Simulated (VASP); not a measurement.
Set up this calculation in VASP 6.6.1, as the native input.

- Task: single point
- Functional: PBE
- Potentials or basis: VASP PAW PBE potentials, release 64 (Sc_sv, Ta_pv, F)
- Cutoff: 520 eV
- k mesh: 4 × 4 × 4
- Occupations: gaussian, width 0.1 eV
- Spin: no spin polarisation
- Dipole correction: no
- Further INCAR settings: ALGO = Normal; EDIFF = 1e-06; NBANDS = 34

The structure of ScTa3F lies in POSCAR:

```
ScTa3F
1.0
    4.0583012056      0.0000000000      0.0000000000
    0.0000000000      4.0583012056      0.0000000000
    0.0000000000      0.0000000000      5.5994629787
Sc Ta F
1 3 1
Direct
    0.0000000000      0.0000000000      0.0363786663
    0.0000000000      0.5000000000      0.4635748612
    0.5000000000      0.0000000000      0.4635748612
    0.5000000000      0.5000000000      0.1048090558
    0.5000000000      0.5000000000      0.7042625756
```

The cell was generated, and may not be a known phase.

One way to write it, as run:

INCAR

```
ALGO = Normal ; EDIFF = 1E-6
ENCUT = 520 ; GGA = PE
ISIF = 2 ; ISMEAR = 0
LASPH = T ; LCHARG = T
LELF = T ; LREAL = F
LVHAR = T ; LWAVE = F
NBANDS = 34 ; NELM = 60
PREC = Accurate ; SIGMA = 0.1
```

KPOINTS

```
k-points
0
Gamma
  4 4 4
```

Potentials or basis: VASP PAW PBE potentials, release 64 (Sc_sv, Ta_pv, F).

The run is started by

```bash
$ cat potpaw_PBE.64/Sc_sv/POTCAR potpaw_PBE.64/Ta_pv/POTCAR potpaw_PBE.64/F/POTCAR > POTCAR
$ mpirun -np 1 vasp_std > vasp.out
```

It gave:

| Item | Value |
| --- | --- |
| Pressure | 0.2 GPa |
| Largest force | 0.022 eV/Å |
| Band gap on the k mesh | zero (an odd number of electrons rules out a gap without spin polarisation) |

Caveat: the k points lie up to 0.39 Å⁻¹ apart, too coarse for converged energies and pressures of a metal; spin-orbit coupling is left out, which moves the levels of the heavy elements; an odd number of electrons without spin polarisation forces a metal; a magnetic or distorted state may lie lower.

Run time: 35 s on 1 thread of Intel(R) Xeon(R) 6975P-C (Granite Rapids) (shared host), peak memory 0.21 GiB.
